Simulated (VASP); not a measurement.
# MnS (F-43m) in VASP: a series of runs, part 2 of 2

VASP 6.6.1. Earlier steps stand in the parts before.

**3. Electric field gradients, PBE, collinear spin, ferromagnetic start (20.85 Å³/atom)**

This run uses another cell than the first one, of 20.85 Å³/atom.

The input, INCAR:

```
PREC     = Accurate       # precision mode
ENCUT    = 520            # plane-wave cutoff, eV
EDIFF    = 1E-8           # SCF threshold, eV
ISMEAR   = -1             # smearing method
SIGMA    = 0.05           # smearing width, eV
LREAL    = False          # projectors in reciprocal space
LASPH    = True           # aspherical terms in the spheres
NELM     = 150            # most SCF steps
ALGO     = Normal         # electronic algorithm
ISIF     = 2              # what is computed and relaxed
LWAVE    = False          # write WAVECAR
LCHARG   = False          # write CHGCAR
ISPIN    = 2              # spin polarisation
MAGMOM   = 4 0            # initial moments
LORBIT   = 11             # projections on sites
LMAXMIX  = 4              # l up to which the mixer works
GGA      = PE             # functional
LEFG     = True         
NBANDS   = 20             # bands
```

The input, KPOINTS:

```
regular mesh
0
Gamma
  10 10 10
```

The input, POSCAR:

```
MnS
1.0
    0.0000000000      2.7525332030      2.7525332030
    2.7525332030      0.0000000000      2.7525332030
    2.7525332030      2.7525332030      0.0000000000
Mn S
1 1
Direct
    0.0000000000      0.0000000000      0.0000000000
    0.7500000000      0.7500000000      0.7500000000
```

Potentials or basis: VASP PAW PBE potentials, release 64 (Mn_pv, S).

On the command line:

```
$ cat potpaw_PBE.64/Mn_pv/POTCAR potpaw_PBE.64/S/POTCAR > POTCAR
$ mpirun -np 1 vasp_std > vasp.out
```

OUTCAR:

```text
PREC = Accurate
   ENCUT = 520
   EDIFF = 1E-8
   ISMEAR = -1
   LREAL = False
   LASPH = True
   NELM = 150
   ISIF = 2
   ISPIN = 2
   LORBIT = 11
   GGA = PE

 ion  position               nearest neighbor table
   1  0.000  0.000  0.000-   2 2.38   2 2.38   2 2.38   2 2.38
   2  0.750  0.750  0.750-   1 2.38   1 2.38   1 2.38   1 2.38

  LATTYP: Found a face centered cubic cell.
 ALAT       =     5.5050664060

  Lattice vectors:

 A1 = (   0.0000000000,   2.7525332030,   2.7525332030)
 A2 = (   2.7525332030,   0.0000000000,   2.7525332030)
 A3 = (   2.7525332030,   2.7525332030,   0.0000000000)

Analysis of symmetry for initial positions (statically):
=====================================================================
 Subroutine PRICEL returns:
 Original cell was already a primitive cell.

 Routine SETGRP: Setting up the symmetry group for a
 face centered cubic supercell.

 Subroutine GETGRP returns: Found 24 space group operations
 (whereof 24 operations were pure point group operations)
 out of a pool of 48 trial point group operations.

The static configuration has the point symmetry T_d .

Analysis of symmetry for dynamics (positions and initial velocities):
=====================================================================
 Subroutine PRICEL returns:
 Original cell was already a primitive cell.

 Routine SETGRP: Setting up the symmetry group for a
 face centered cubic supercell.

 Subroutine GETGRP returns: Found 24 space group operations
 (whereof 24 operations were pure point group operations)
 out of a pool of 48 trial point group operations.

The dynamic configuration has the point symmetry T_d .

Analysis of structural, dynamic, and magnetic symmetry:
=====================================================================
 Subroutine PRICEL returns:
 Original cell was already a primitive cell.

 Routine SETGRP: Setting up the symmetry group for a
 face centered cubic supercell.

 Subroutine GETGRP returns: Found 24 space group operations
 (whereof 24 operations were pure point group operations)
 out of a pool of 48 trial point group operations.

The overall configuration has the point symmetry T_d .

 Subroutine INISYM returns: Found 24 space group operations
 (whereof 24 operations are pure point group operations),
 and found     1 'primitive' translations

----------------------------------------------------------------------------------------

                                     Primitive cell

  volume of cell :      41.7088

  direct lattice vectors                    reciprocal lattice vectors
     0.000000000  2.752533203  2.752533203    -0.181650851  0.181650851  0.181650851
     2.752533203  0.000000000  2.752533203     0.181650851 -0.181650851  0.181650851
     2.752533203  2.752533203  0.000000000     0.181650851  0.181650851 -0.181650851

  length of vectors
     3.892669787  3.892669787  3.892669787     0.314628504  0.314628504  0.314628504
[... 103 lines left out ...]
  Fermi-wavevector in a.u.,A,eV,Ry     =   1.259651  2.380395 21.588635  1.586720
  Thomas-Fermi vector in A             =   2.393200
   LORBIT       =     11    0 simple, 1 ext, 2 COOP (PROOUT), +10 PAW based schemes
   GGA     = PE    functional components
   LHFCALC =     F    Hartree Fock is set to
   AEXX    =    0.0000 exact exchange contribution
   IVDW    =     0    specifies the selected vdW correction
   LEPSILON=     F    determine dielectric tensor
   LRPA    =     F    only Hartree local field effects (RPA)
 spin polarized calculation
  energy-cutoff  :      520.00
  volume of cell :       41.71
 maximum number of plane-waves:      1158
 NGX is ok and might be reduce to    30
   NGX = 15   NGY = 15   NGZ = 15

 number of electron      19.0000001 magnetization       4.7566464

 Free energy of the ion-electron system (eV)
  ---------------------------------------------------
  ext. energy  EPLUGINS =         0.00000000
  ---------------------------------------------------
  free energy    TOTEN  =       -14.05379946 eV

  energy without entropy =      -14.04271219  energy(sigma->0) =      -14.04825583

 E-fermi :   4.8647     XC(G=0):  -9.5715

 val. band max:        4.8576632289   @ k =   0.1000   0.1000   0.0000
 cond. band min:       4.8735440105   @ k =  -0.3000   0.4000   0.2000
 fundamental gap:      0.0158807816
 Fermi energy:         4.8647195354

 spin component 1

 k-point     1 :       0.0000    0.0000    0.0000
  band No.  band energies     occupation
      1     -45.7098      1.00000
      2     -45.7098      1.00000
      3     -45.7098      1.00000
      4      -9.2275      1.00000
      5      -0.0485      1.00000
      6      -0.0485      1.00000
[... 541 lines left out ...]
     19      19.6635      0.00000
     20      20.3146      0.00000

 [... further k-points ...]

 spin component 2

 k-point     1 :       0.0000    0.0000    0.0000
  band No.  band energies     occupation
      1     -41.2551      1.00000
      2     -41.2551      1.00000
      3     -41.2551      1.00000
      4      -8.9255      1.00000
      5       1.4492      1.00000
      6       1.4492      1.00000
[... 541 lines left out ...]
     19      20.4125      0.00000
     20      21.0641      0.00000

 [... further k-points ...]
[... 5 lines left out ...]
  --------------------------------------------------------------------------------------
  -------------------------------------------------------------------------------------
  Total        0.8327241      0.8327241      0.8327241      0.0000000      0.0000000     -0.0000000
  in kB       31.9877742     31.9877742     31.9877742      0.0000000      0.0000000     -0.0000000
  external PRESSURE =      31.9877742 kB  Pullay stress =       0.0000000 kB

 VOLUME and BASIS-vectors are now :
 -----------------------------------------------------------------------------
  energy-cutoff  :      520.00
  volume of cell :       41.71
      direct lattice vectors                 reciprocal lattice vectors
     0.000000000  2.752533203  2.752533203    -0.181650851  0.181650851  0.181650851
     2.752533203  0.000000000  2.752533203     0.181650851 -0.181650851  0.181650851
     2.752533203  2.752533203  0.000000000     0.181650851  0.181650851 -0.181650851

 POSITION                                       TOTAL-FORCE (eV/Angst)
 -----------------------------------------------------------------------------------
      0.00000      0.00000      0.00000        -0.000000     -0.000000     -0.000000
      4.12880      4.12880      4.12880         0.000000      0.000000      0.000000
 -----------------------------------------------------------------------------------
    total drift:                                0.000001      0.000001      0.000001

  FREE ENERGIE OF THE ION-ELECTRON SYSTEM (eV)
  ---------------------------------------------------
  free  energy   TOTEN  =       -14.0537994645 eV

  energy  without entropy=      -14.0427121865  energy(sigma->0) =      -14.04825583

 Electric field gradients (V/A^2)
---------------------------------------------------------------------
 ion       V_xx      V_yy      V_zz      V_xy      V_xz      V_yz
---------------------------------------------------------------------
   1      -0.000    -0.000     0.000     0.004     0.004     0.004
   2      -0.000     0.000    -0.000    -0.000    -0.000    -0.000
---------------------------------------------------------------------

 Electric field gradients after diagonalization (V/A^2)
 (convention: |V_zz| > |V_xx| > |V_yy|)
----------------------------------------------------------------------
 ion       V_xx      V_yy      V_zz     asymmetry (V_yy - V_xx)/ V_zz
----------------------------------------------------------------------
   1      -0.004    -0.004     0.008       0.000
   2       0.000     0.000    -0.001       0.000
----------------------------------------------------------------------

           NMR quadrupolar parameters

 Cq : quadrupolar parameter    Cq=e*Q*V_zz/h
 eta: asymmetry parameters     (V_yy - V_xx)/ V_zz
 Q  : nuclear electric quadrupole moment in mb (millibarn)
----------------------------------------------------------------------
 ion       Cq(MHz)       eta       Q (mb)
----------------------------------------------------------------------
   1       0.000       0.000       1.000
   2      -0.000       0.000       1.000
----------------------------------------------------------------------

 total charge

# of ion       s       p       d       tot
------------------------------------------
    1        0.270   6.231   4.927  11.429
    2        1.316   2.457   0.000   3.773
--------------------------------------------------
tot          1.586   8.688   4.927  15.202

 magnetization (x)

# of ion       s       p       d       tot
------------------------------------------
    1        0.049   0.068   4.094   4.211
    2        0.011   0.061   0.000   0.071
--------------------------------------------------
tot          0.059   0.129   4.094   4.282
```

Run time: 48 s. Hardware: 1 thread of Intel Xeon 6975P-C (Granite Rapids), shared host; peak memory 0.22 GiB.

What came out:

```
Free energy                                           : -14.0538 eV
Pressure                                              : 3.2 GPa
Net moment                                            : 4.76 μB per cell
Site moments                                          : Mn +4.21; S +0.07 μB
Largest electric field gradient by atom               : zero within the noise of the run
Valence electrons inside the program's atomic spheres : Mn 11.43; S 3.77
```

Caveat: the cell stands under pressure; a cell with one magnetic atom can't hold antiferromagnetic order, which such compounds often take; semilocal functionals often make such compounds metallic where correlation or magnetic order opens a gap, which also shifts bond lengths. With open d or f shells a metallic result of PBE can be an artefact of self-interaction; +U or a hybrid may open a gap.
